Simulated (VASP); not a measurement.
CoO, 2 atoms in the cell. The structure is cubic, space group Fm-3m (No. 225). Conventional cell: a = 4.263 Å, b = 4.263 Å, c = 4.263 Å, α = 90.00°, β = 90.00°, γ = 90.00°. Co (site symmetry m-3m) has 6 O at 2.13 Å within 2.8 Å. Within 2.8 Å of O (site symmetry m-3m) lie 6 Co at 2.13 Å. 

```yaml
Program: VASP 6.6.1
Task: single point
Functional: PBE
Potentials_or_basis: VASP PAW PBE potentials, release 64 (Co, O)
Cutoff: 520 eV
k_mesh: 11 × 11 × 11
Occupations: gaussian, width 0.029 eV
Spin: collinear spin, ferromagnetic start
Starting_moments: "[2.0, 0.0] μB"
Dipole_correction: no
Further_INCAR_settings: ALGO = Normal; EDIFF = 1e-07; NBANDS = 18
```

Potentials or basis: VASP PAW PBE potentials, release 64 (Co, O).

Run with:

```sh
$ cat potpaw_PBE.64/Co/POTCAR potpaw_PBE.64/O/POTCAR > POTCAR
$ mpirun -np 1 vasp_std > vasp.out
```

Hardware: 1 thread of AMD EPYC 7R13, with other jobs on the host.

Estimate the wall time of this run.

Wall time 2.3 min on 1 thread of AMD EPYC 7R13 (shared host), peak memory 0.14 GiB. Counts: scf iterations 17, k points 56.
